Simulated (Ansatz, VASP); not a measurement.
**One calculation of Al, two programs**

```
Al
1.0
     0.00000    1.82135    2.12551
     1.82135    0.00000    2.12551
     1.82135    1.82135    0.00000
Al
1
Direct
  0.00000 0.00000 0.00000
```

Alike in both runs: task single point; functional PBE; dispersion D3(BJ); k mesh 22 × 22 × 22; occupations gaussian, width 0.15 eV; no spin polarisation.

|  | VASP | Ansatz |
| --- | --- | --- |
| version | VASP 6.6.1 | Ansatz 0.2.0 |
| potentials or method | VASP PAW PBE potentials, release 64 (Al), cutoff 520 eV | scalar-relativistic, plane waves, PAW |
| valence electrons in the cell | 3 | 3 |

```tsv
	VASP	Ansatz	Ansatz less VASP
gap on the k mesh at the Fermi level (eV)	none	none	-
pressure (GPa)	15.3	15.2	-0.03
traceless stress, the component that is largest in VASP (GPa)	-13.05	-13.05	-0.001
```

A gap of «none» marks a metal or a gap that the smearing closes.
